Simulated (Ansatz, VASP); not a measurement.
## Sc in VASP and in Ansatz

```
Sc
1.0
     5.17009    0.00000    0.00000
    -2.58504    4.47743    0.00000
     0.00000    0.00000    3.20545
Sc
3
Direct
  0.00000 0.00000 0.00000
  0.33333 0.66667 0.50000
  0.66667 0.33333 0.50000
```

Alike in both runs: task relaxation of cell and atoms; functional PBE; k mesh 8 × 8 × 11; occupations fermi-dirac, width 0.05 eV; no spin polarisation.

|  | VASP | Ansatz |
| --- | --- | --- |
| version | VASP 6.6.1 | Ansatz 0.2.0 |
| potentials or method | VASP PAW PBE potentials, release 64 (Sc_sv) | PAW with Ansatz's default frozen-core files, scalar-relativistic |
| plane-wave cutoff (eV) | 600 | 420 |
| valence electrons in the cell | 33 | 33 |

VASP gave:

| Property | Result |
| --- | --- |
| relaxed volume (Å³/atom) | 24.52 |
| relaxed cell length with the largest relative difference (Å) | 5.126 |

Estimate Ansatz's values.

relaxed volume (Å³/atom): 24.49; relaxed cell length with the largest relative difference (Å): 5.123.
